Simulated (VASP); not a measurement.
# BeS2 (Pn-3m) in VASP: notebook

The runs below take BeS2 through single point, relaxation of cell and atoms, with PBE.

Everything below comes from runs of VASP 6.6.1. Logs are shortened: lines on timing, memory, paths and dates and some standing lists are left out, and cuts for length are marked.

**1. The cell of the first run**

The structure is cubic, space group Pn-3m (No. 224). Conventional cell: a = 4.760 Å, b = 4.760 Å, c = 4.760 Å, α = 90.00°, β = 90.00°, γ = 90.00°. Be (site symmetry -43m) has 4 S at 2.06 Å within 2.7 Å. Within 2.7 Å of S (site symmetry -3m) lie 2 Be at 2.06 Å.

**2. Single point, PBE**

Contents of INCAR:

```
SYSTEM = BeS2
PREC     = Accurate       ! precision mode
ENCUT    = 520            ! plane-wave cutoff, eV
EDIFF    = 1E-7           ! SCF threshold, eV
ISMEAR   = 0              ! smearing method
SIGMA    = 0.1            ! smearing width, eV
LREAL    = .FALSE.        ! projectors in reciprocal space
LASPH    = .TRUE.         ! aspherical terms in the spheres
NELM     = 80             ! most SCF steps
ALGO     = Normal         ! electronic algorithm
ISIF     = 2              ! what is computed and relaxed
LWAVE    = .FALSE.        ! write WAVECAR
LCHARG   = .TRUE.         ! write CHGCAR
GGA      = PE             ! functional
LELF     = .TRUE.         ! ELF
LVHAR    = .TRUE.       
NBANDS   = 23             ! bands
```

Contents of KPOINTS:

```
regular mesh
0
G
  4 4 4
  0 0 0
```

Contents of POSCAR:

```
BeS2
1.0
    4.7604860200      0.0000000000      0.0000000000
    0.0000000000      4.7604860200      0.0000000000
    0.0000000000      0.0000000000      4.7604860200
Be S
2 4
Direct
    0.0000000000      0.0000000000      0.0000000000
    0.5000000000      0.5000000000      0.5000000000
    0.2500000000      0.2500000000      0.2500000000
    0.2500000000      0.7500000000      0.7500000000
    0.7500000000      0.7500000000      0.2500000000
    0.7500000000      0.2500000000      0.7500000000
```

Potentials or basis: VASP PAW PBE potentials, release 64 (Be, S).

Run with:

```console
$ cat potpaw_PBE.64/Be/POTCAR potpaw_PBE.64/S/POTCAR > POTCAR
$ mpirun -np 1 vasp_std > vasp.out
```

OUTCAR:

```text
SYSTEM = BeS2
   PREC = Accurate
   ENCUT = 520
   EDIFF = 1E-7
   ISMEAR = 0
   LREAL = .FALSE.
   LASPH = .TRUE.
   NELM = 80
   ISIF = 2
   GGA = PE

 ion  position               nearest neighbor table
   1  0.000  0.000  0.000-   3 2.06   4 2.06   5 2.06   6 2.06
   2  0.500  0.500  0.500-   3 2.06   4 2.06   5 2.06   6 2.06
   3  0.250  0.250  0.250-   1 2.06   2 2.06
   4  0.250  0.750  0.750-   1 2.06   2 2.06
   5  0.750  0.750  0.250-   1 2.06   2 2.06
   6  0.750  0.250  0.750-   1 2.06   2 2.06

  LATTYP: Found a simple cubic cell.
 ALAT       =     4.7604860200

  Lattice vectors:

 A1 = (   4.7604860200,   0.0000000000,   0.0000000000)
 A2 = (   0.0000000000,   4.7604860200,   0.0000000000)
 A3 = (   0.0000000000,   0.0000000000,   4.7604860200)

Analysis of symmetry for initial positions (statically):
=====================================================================
 Subroutine PRICEL returns:
 Original cell was already a primitive cell.

 Routine SETGRP: Setting up the symmetry group for a
 simple cubic supercell.

 Subroutine GETGRP returns: Found 48 space group operations
 (whereof 24 operations were pure point group operations)
 out of a pool of 48 trial point group operations.

The static configuration has the point symmetry T_d .
 The point group associated with its full space group is O_h .

Analysis of symmetry for dynamics (positions and initial velocities):
=====================================================================
 Subroutine PRICEL returns:
 Original cell was already a primitive cell.

 Routine SETGRP: Setting up the symmetry group for a
 simple cubic supercell.

 Subroutine GETGRP returns: Found 48 space group operations
 (whereof 24 operations were pure point group operations)
 out of a pool of 48 trial point group operations.

The dynamic configuration has the point symmetry T_d .
 The point group associated with its full space group is O_h .

 Subroutine INISYM returns: Found 48 space group operations
 (whereof 24 operations are pure point group operations),
 and found     1 'primitive' translations

----------------------------------------------------------------------------------------

                                     Primitive cell

  volume of cell :     107.8832

  direct lattice vectors                    reciprocal lattice vectors
     4.760486020  0.000000000  0.000000000     0.210062585  0.000000000  0.000000000
     0.000000000  4.760486020  0.000000000     0.000000000  0.210062585  0.000000000
     0.000000000  0.000000000  4.760486020     0.000000000  0.000000000  0.210062585

  length of vectors
     4.760486020  4.760486020  4.760486020     0.210062585  0.210062585  0.210062585

  position of ions in fractional coordinates (direct lattice)
     0.000000000  0.000000000  0.000000000
     0.500000000  0.500000000  0.500000000
     0.250000000  0.250000000  0.250000000
     0.250000000  0.750000000  0.750000000
     0.750000000  0.750000000  0.250000000
     0.750000000  0.250000000  0.750000000

  ion indices of the primitive-cell ions
   primitive index   ion index
                 1           1
                 2           2
                 3           3
                 4           4
                 5           5
                 6           6

----------------------------------------------------------------------------------------

 KPOINTS: regular mesh

Automatic generation of k-mesh.
 Grid dimensions read from file:
 generate k-points for:    4    4    4

 Generating k-lattice:

  Cartesian coordinates                     Fractional coordinates (reciprocal lattice)
     0.052515646  0.000000000  0.000000000     0.250000000  0.000000000  0.000000000
     0.000000000  0.052515646  0.000000000     0.000000000  0.250000000  0.000000000
     0.000000000  0.000000000  0.052515646     0.000000000  0.000000000  0.250000000

  Length of vectors
     0.052515646  0.052515646  0.052515646

  Shift w.r.t. Gamma in fractional coordinates (k-lattice)
     0.000000000  0.000000000  0.000000000

 Subroutine IBZKPT returns following result:
 ===========================================

 Found     10 irreducible k-points:

 Following reciprocal coordinates:
            Coordinates               Weight
  0.000000  0.000000  0.000000      1.000000
  0.250000  0.000000  0.000000      6.000000
  0.500000  0.000000  0.000000      3.000000
  0.250000  0.250000  0.000000     12.000000
  0.500000  0.250000  0.000000     12.000000
  0.500000  0.500000  0.000000      3.000000
  0.250000  0.250000  0.250000      8.000000
  0.500000  0.250000  0.250000     12.000000
  0.500000  0.500000  0.250000      6.000000
  0.500000  0.500000  0.500000      1.000000
   k-points           NKPTS =     10   k-points in BZ     NKDIM =     10   number of bands    NBANDS=     23
   number of dos      NEDOS =    301   number of ions     NIONS =      6
   total plane-waves  NPLWV =  46656
   dimension x,y,z NGX =    36 NGY =   36 NGZ =   36
   dimension x,y,z NGXF=    72 NGYF=   72 NGZF=   72
   ions per type =               2   4
   NGX,Y,Z   is equivalent  to a cutoff of  12.57, 12.57, 12.57 a.u.
   NGXF,Y,Z  is equivalent  to a cutoff of  25.14, 25.14, 25.14 a.u.
 SYSTEM =  BeS2
   PREC   = accura    normal or accurate (medium, high low for compatibility)
   ISTART =      0    job   : 0-new  1-cont  2-samecut
   ICHARG =      2    charge: 1-file 2-atom 10-const
   ISPIN  =      1    spin polarized calculation?
   LNONCOLLINEAR =      F non collinear calculations
   LSORBIT =      F    spin-orbit coupling
   LASPH  =      T    aspherical Exc in radial PAW
   ENCUT  =  520.0 eV  38.22 Ry    6.18 a.u.   8.85  8.85  8.85*2*pi/ulx,y,z
   NELM   =     80;   NELMIN=  2; NELMDL= -5     # of ELM steps
   EDIFF  = 0.1E-06   stopping-criterion for ELM
   LREAL  =      F    real-space projection
   EDIFFG = 0.1E-05   stopping-criterion for IOM
   NSW    =      0    number of steps for IOM
   IBRION =     -1    ionic relax: 0-MD 1-quasi-New 2-CG
   NFREE  =      0    steps in history (QN), initial steepest desc. (CG)
   ISIF   =      2    stress and relaxation
   ISYM   =      2    0-nonsym 1-usesym 2-fastsym
   POTIM  = 0.5000    time-step for ionic-motion
   TEBEG  =    0.0;   TEEND  =   0.0 temperature during run
   PSTRESS=    0.0 pullay stress
   NELECT =      28.0000    total number of electrons
   NUPDOWN=      -1.0000    fix difference up-down
   EMIN   =  10.00;   EMAX   =-10.00  energy-range for DOS
   EFERMI =   0.00;   METHOD = LEGACY
   ISMEAR =     0;   SIGMA  =   0.10  broadening in eV -4-tet -1-fermi 0-gaus
   EFERMI_NEDOS =   21; number of points for ismear=-14 and -15
   IALGO  =     38    algorithm
   IMIX   =      4    mixing-type and parameters
     AMIX     =   0.40;   BMIX     =  1.00
     AMIX_MAG =   1.60;   BMIX_MAG =  1.00
  volume/ion in A,a.u.               =      17.98       121.34
  Fermi-wavevector in a.u.,A,eV,Ry     =   1.044262  1.973369 14.836929  1.090483
  Thomas-Fermi vector in A             =   2.179007
   LORBIT       =      0    0 simple, 1 ext, 2 COOP (PROOUT), +10 PAW based schemes
   GGA     = PE    functional components
   LHFCALC =     F    Hartree Fock is set to
   AEXX    =    0.0000 exact exchange contribution
   IVDW    =     0    specifies the selected vdW correction
   LEPSILON=     F    determine dielectric tensor
   LRPA    =     F    only Hartree local field effects (RPA)
 non-spin polarized calculation
 Gauss-broadening in eV      SIGMA  =   0.10
  energy-cutoff  :      520.00
  volume of cell :      107.88
 maximum number of plane-waves:      2945
 NGX is ok and might be reduce to    36
   NGX = 17   NGY = 17   NGZ = 17

 number of electron      28.0000014 magnetization

 Free energy of the ion-electron system (eV)
  ---------------------------------------------------
  ext. energy  EPLUGINS =         0.00000000
  ---------------------------------------------------
  free energy    TOTEN  =       -23.08872851 eV

  energy without entropy =      -23.03453080  energy(sigma->0) =      -23.06162965

 E-fermi :   3.1621     XC(G=0):  -9.3823

 val. band max:        3.0927102166   @ k =   0.5000   0.2500   0.2500
 cond. band min:       3.1779645575   @ k =   0.5000   0.2500   0.2500
 fundamental gap:      0.0852543409
 Fermi energy:         3.1620883276

 k-point     1 :       0.0000    0.0000    0.0000
  band No.  band energies     occupation
      1     -10.4795      2.00000
      2      -8.2771      2.00000
      3      -8.2771      2.00000
      4      -8.2771      2.00000
      5      -2.8590      2.00000
      6      -0.3806      2.00000
[... 15 lines left out ...]
     22       9.9577      0.00000
     23      10.8856      0.00000

 k-point     2 :       0.2500    0.0000    0.0000
  band No.  band energies     occupation
      1     -10.2361      2.00000
      2      -8.7208      2.00000
      3      -8.2542      2.00000
      4      -8.2542      2.00000
      5      -2.4398      2.00000
      6      -0.5210      2.00000
[... 15 lines left out ...]
     22      11.1904      0.00000
     23      11.2412      0.00000

 k-point     3 :       0.5000    0.0000    0.0000
  band No.  band energies     occupation
      1      -9.5678      2.00000
      2      -9.5678      2.00000
      3      -8.2309      2.00000
      4      -8.2309      2.00000
      5      -1.5262      2.00000
      6      -1.5262      2.00000
[... 15 lines left out ...]
     22      10.8274      0.00000
     23      11.3328      0.00000
[... 131 lines left out ...]
 k-point     9 :       0.5000    0.5000    0.2500
  band No.  band energies     occupation
      1      -9.0754      2.00000
      2      -8.8545      2.00000
      3      -8.8002      2.00000
      4      -8.8002      2.00000
      5      -2.7931      2.00000
      6      -1.5128      2.00000
[... 15 lines left out ...]
     22      11.7763      0.00000
     23      11.8049      0.00000

 k-point    10 :       0.5000    0.5000    0.5000
  band No.  band energies     occupation
      1      -9.0785      2.00000
      2      -8.7546      2.00000
      3      -8.7546      2.00000
      4      -8.7546      2.00000
      5      -3.2897      2.00000
      6      -1.7817      2.00000
[... 15 lines left out ...]
     22      11.1044      0.00000
     23      11.1044      0.00000

------------------------ aborting loop because EDIFF is reached ----------------------------------------

  FORCE on cell =-STRESS in cart. coord.  units (eV):
  Direction    XX          YY          ZZ          XY          YZ          ZX
  --------------------------------------------------------------------------------------
  -------------------------------------------------------------------------------------
  Total       -1.6942368     -1.6942368     -1.6942368      0.0000000     -0.0000000     -0.0000000
  in kB      -25.1611684    -25.1611684    -25.1611684      0.0000000     -0.0000000     -0.0000000
  external PRESSURE =     -25.1611684 kB  Pullay stress =       0.0000000 kB

 VOLUME and BASIS-vectors are now :
 -----------------------------------------------------------------------------
  energy-cutoff  :      520.00
  volume of cell :      107.88
      direct lattice vectors                 reciprocal lattice vectors
     4.760486020  0.000000000  0.000000000     0.210062585  0.000000000  0.000000000
     0.000000000  4.760486020  0.000000000     0.000000000  0.210062585  0.000000000
     0.000000000  0.000000000  4.760486020     0.000000000  0.000000000  0.210062585

 POSITION                                       TOTAL-FORCE (eV/Angst)
 -----------------------------------------------------------------------------------
      0.00000      0.00000      0.00000        -0.000000      0.000000      0.000000
      2.38024      2.38024      2.38024        -0.000000      0.000000      0.000000
      1.19012      1.19012      1.19012        -0.000000     -0.000000      0.000000
      1.19012      3.57036      3.57036         0.000000      0.000000      0.000000
      3.57036      3.57036      1.19012         0.000000      0.000000     -0.000000
      3.57036      1.19012      3.57036        -0.000000     -0.000000     -0.000000
 -----------------------------------------------------------------------------------
    total drift:                                0.000000      0.000000     -0.000000

  FREE ENERGIE OF THE ION-ELECTRON SYSTEM (eV)
  ---------------------------------------------------
  free  energy   TOTEN  =       -23.0887285050 eV

  energy  without entropy=      -23.0345308011  energy(sigma->0) =      -23.06162965
```

It took 15 s on 1 thread of Intel Xeon Platinum 8559C (Emerald Rapids), shared host; peak memory 0.2 GiB.

Results:

```
Free energy            : -23.0887 eV
Pressure               : -2.5 GPa
Band gap on the k mesh : zero (band 14 reaches 3.91 eV, above the bottom of band 15 at 2.82 eV)
```

**3. Single point, PBE**

This run uses another cell than the first one, of 17.14 Å³/atom, 0.953 times its volume.

Contents of INCAR:

```
PREC = Accurate ; ENCUT = 520
EDIFF = 1E-7 ; ISMEAR = 0
SIGMA = 0.1 ; LREAL = F
LASPH = T ; NELM = 80
ALGO = Normal ; ISIF = 2
LWAVE = F ; LCHARG = F
GGA = PE ; NBANDS = 23
```

Contents of KPOINTS:

```
Automatic mesh
0
Gamma
  8 8 8
```

POSCAR: that of step 2 with these lines changed.

```diff
@@ -2,5 +2,5 @@
 1.0
-    4.7604860200      0.0000000000      0.0000000000
-    0.0000000000      4.7604860200      0.0000000000
-    0.0000000000      0.0000000000      4.7604860200
+    4.6851718824      0.0000000000      0.0000000000
+    0.0000000000      4.6851718824      0.0000000000
+    0.0000000000      0.0000000000      4.6851718824
 Be S
```

Potentials or basis: VASP PAW PBE potentials, release 64 (Be, S).

Run with:

```console
$ cat potpaw_PBE.64/Be/POTCAR potpaw_PBE.64/S/POTCAR > POTCAR
$ mpirun -np 1 vasp_std > vasp.out
```

Wall time 38 s (1 thread of Intel Xeon Platinum 8559C (Emerald Rapids), shared host); peak memory 0.23 GiB.

Results (log left out):

* Free energy: -23.2113 eV
* Pressure: 0.0 GPa
* Band gap on the k mesh: zero (band 14 reaches 4.45 eV, above the bottom of band 15 at 3.27 eV)

Levels at points of the mesh, in eV from the Fermi level:
```tsv
k point	band 12	band 13	band 14	band 15	band 16	band 17
(0.00, 0.00, 0.00)	-0.61	-0.61	0.86	0.86	0.86	3.78
(0.50, 0.00, 0.00)	-1.75	-0.50	-0.50	-0.32	-0.32	5.18
(0.50, 0.50, 0.00)	-1.99	-0.25	-0.25	0.49	0.49	5.87
(0.50, 0.50, 0.50)	0.43	0.43	0.68	0.68	0.68	4.98
```

**4. Single point, PBE**

This run uses another cell than the first one, of 17.14 Å³/atom, 0.953 times its volume.

Contents of INCAR:

```
SYSTEM = BeS2
PREC = Accurate
ENCUT = 520
EDIFF = 1E-6
ISMEAR = 0
SIGMA = 0.1
LREAL = .False.
LASPH = .True.
NELM = 100
ALGO = Normal
ISIF = 2
LWAVE = .False.
LCHARG = .True.
GGA = PE
LELF = .True.
LVHAR = .True.
NBANDS = 23
```

Contents of KPOINTS:

```
regular mesh
0
Gamma
  8 8 8
  0 0 0
```

POSCAR is that of step 3.

Run with:

```console
$ cat potpaw_PBE.64/Be/POTCAR potpaw_PBE.64/S/POTCAR > POTCAR
$ mpirun -np 1 vasp_std > vasp.out
```

It took 46 s on 1 thread of Intel Xeon Platinum 8559C (Emerald Rapids), shared host; peak memory 0.23 GiB.

Results (log left out):

* Free energy: -23.2113 eV
* Pressure: 0.0 GPa
* Band gap on the k mesh: zero (band 14 reaches 4.46 eV, above the bottom of band 15 at 3.27 eV)

Levels at points of the mesh, in eV from the Fermi level:
| k point | band 10 | band 11 | band 12 | band 13 | band 14 | band 15 | band 16 | band 17 | band 18 | band 19 |
| --- | --- | --- | --- | --- | --- | --- | --- | --- | --- | --- |
| (0.00, 0.00, 0.00) | -3.28 | -0.61 | -0.61 | -0.61 | 0.86 | 0.86 | 0.86 | 3.78 | 3.78 | 3.78 |
| (0.50, 0.00, 0.00) | -2.54 | -1.75 | -1.75 | -0.50 | -0.50 | -0.32 | -0.32 | 5.18 | 5.18 | 7.40 |
| (0.50, 0.50, 0.00) | -3.02 | -1.99 | -1.99 | -0.25 | -0.25 | 0.49 | 0.49 | 5.87 | 5.87 | 6.76 |
| (0.50, 0.50, 0.50) | -1.22 | -1.22 | 0.43 | 0.43 | 0.68 | 0.68 | 0.68 | 4.98 | 5.45 | 5.45 |

**5. Relaxation of cell and atoms, PBE**

Contents of INCAR:

```
PREC = Accurate
ENCUT = 600
EDIFF = 1E-7
ISMEAR = 0
SIGMA = 0.1
LREAL = False
LASPH = True
NELM = 100
ALGO = Normal
ISIF = 3
LWAVE = False
LCHARG = False
GGA = PE
IBRION = 2
NSW = 100
EDIFFG = -0.01
```

Contents of KPOINTS:

```
Automatic mesh
0
Gamma
  8 8 8
```

POSCAR: that of step 4 with these lines changed.

```diff
@@ -2,5 +2,5 @@
 1.0
-    4.6851718824      0.0000000000      0.0000000000
-    0.0000000000      4.6851718824      0.0000000000
-    0.0000000000      0.0000000000      4.6851718824
+    4.7604860200      0.0000000000      0.0000000000
+    0.0000000000      4.7604860200      0.0000000000
+    0.0000000000      0.0000000000      4.7604860200
 Be S
```

Run with:

```console
$ cat potpaw_PBE.64/Be/POTCAR potpaw_PBE.64/S/POTCAR > POTCAR
$ mpirun -np 1 vasp_std > vasp.out
```

Wall time 75 s (1 thread of Intel Xeon Platinum 8559C (Emerald Rapids), shared host); peak memory 0.27 GiB.

The run converged. Its results:

- Free energy: -23.2118 eV
- Relaxed volume: 17.16 Å³/atom
- Relaxed cell: a = 4.687 Å, b = 4.687 Å, c = 4.687 Å, α = 90.00°, β = 90.00°, γ = 90.00°
- Space group after relaxing (to 0.05 Å): Pn-3m (No. 224)
- Energy gained by relaxing: 7.8 meV/atom
- Ionic steps: 2
- Pressure after relaxing: -0.1 GPa
- Band gap on the k mesh: zero (band 14 reaches 4.44 eV, above the bottom of band 15 at 3.26 eV)

Step by step:
```
step  energy change (eV)  largest force (eV/Å)  pressure (GPa)  volume (Å³)
   1              0.0000                0.0000           -2.85       107.88
   2             -0.0466                0.0000           -0.08       102.97
```

Final structure:
```
CELL_PARAMETERS angstrom
4.68716 0.00000 0.00000
0.00000 4.68716 0.00000
0.00000 0.00000 4.68716
ATOMIC_POSITIONS crystal
Be 0.00000 0.00000 0.00000
Be 0.50000 0.50000 0.50000
S 0.25000 0.25000 0.25000
S 0.25000 0.75000 0.75000
S 0.75000 0.75000 0.25000
S 0.75000 0.25000 0.75000
```

Levels at points of the mesh, in eV from the Fermi level:
```csv
k point,band 11,band 12,band 13,band 14,band 15,band 16,band 17,band 18
"(0.00, 0.00, 0.00)",-0.61,-0.61,-0.61,0.86,0.86,0.86,3.78,3.78
"(0.50, 0.00, 0.00)",-1.75,-1.75,-0.50,-0.50,-0.32,-0.32,5.18,5.18
"(0.50, 0.50, 0.00)",-1.99,-1.99,-0.25,-0.25,0.49,0.49,5.87,5.87
"(0.50, 0.50, 0.50)",-1.22,0.43,0.43,0.68,0.68,0.68,4.97,5.44
```

**6. Summary**

| task | cell | k mesh | cutoff (eV) | gap on the mesh (eV) | pressure (GPa) |
| --- | --- | --- | --- | --- | --- |
| single point | a = 4.760 Å, 6 atoms | 4 × 4 × 4 | 520 | none | -2.5 |
| single point | a = 4.685 Å, 6 atoms | 8 × 8 × 8 | 520 | none | 0.0 |
| relaxation of cell and atoms | relaxed from a = 4.760 Å, 6 atoms | 8 × 8 × 8 | 600 | none | -0.1 |

Alike in all rows: level PBE; potentials or basis VASP PAW PBE potentials, release 64 (Be, S); no spin polarisation; smearing gaussian 0.1 eV.

Total energies depend on the potentials used, so only differences within one code and one set of settings carry meaning.
